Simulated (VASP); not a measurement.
Write the native input for VASP 6.6.1 that does the following.

* Task: relaxation of cell and atoms
* Functional: PBE
* Potentials or basis: VASP PAW PBE potentials, release 64 (Hf_pv, C)
* Cutoff: 600 eV
* k mesh: 6 × 6 × 6
* Occupations: gaussian, width 0.1 eV
* Spin: no spin polarisation
* Dipole correction: no
* Further INCAR settings: ALGO = Normal; EDIFF = 1e-07; IBRION = 2; EDIFFG = -0.04; NSW = 90; ISIF = 3

The structure of HfC2 lies in POSCAR:

```
HfC2
1.0
    4.1617100300      0.0000000000      0.0000000000
   -2.0808550100      3.6041466100      0.0000000000
    0.0000000000      0.0000000000      3.0456143600
Hf C
1 2
Direct
    0.0000000000      0.0000000000      0.0000000000
    0.3333333300      0.6666666700      0.5000000000
    0.6666666700      0.3333333300      0.5000000000
```

The cell was built from a structure type or drawn by symmetry, and may not be a known phase.

The input as run:

INCAR

```
PREC = Accurate
ENCUT = 600
EDIFF = 1E-7
ISMEAR = 0
SIGMA = 0.1
LREAL = F
LASPH = T
NELM = 120
ALGO = Normal
ISIF = 3
LWAVE = F
LCHARG = F
GGA = PE
IBRION = 2
NSW = 90
EDIFFG = -0.04
GGA_COMPAT = F
NELMIN = 4
```

KPOINTS

```
Automatic mesh
0
Gamma
  6 6 6
```

Potentials or basis: VASP PAW PBE potentials, release 64 (Hf_pv, C).

The run is started by

```sh
$ cat potpaw_PBE.64/Hf_pv/POTCAR potpaw_PBE.64/C/POTCAR > POTCAR
$ mpirun -np 1 vasp_std > vasp.out
```

It gave:

| Quantity | Value |
| --- | --- |
| Relaxed volume | 9.81 Å³/atom |
| Relaxed cell | a = 3.272 Å, b = 3.272 Å, c = 3.175 Å, α = 90.00°, β = 90.00°, γ = 120.00° |
| Space group after relaxing (to 0.1 Å) | P6/mmm (No. 191) |
| Energy gained by relaxing | 1347.2 meV/atom |
| Ionic steps | 8 |
| Pressure after relaxing | -0.5 GPa |
| Band gap on the k mesh | zero (bands 9 and 10 overlap by 4.30 eV) |

Caveat: the volume moved by over 15 % at a fixed basis, so the end points are rough; spin-orbit coupling is left out, which moves the levels of the heavy elements.

Run time: 3.7 min on 1 thread of Intel Xeon 8259CL (shared host), peak memory 0.2 GiB.
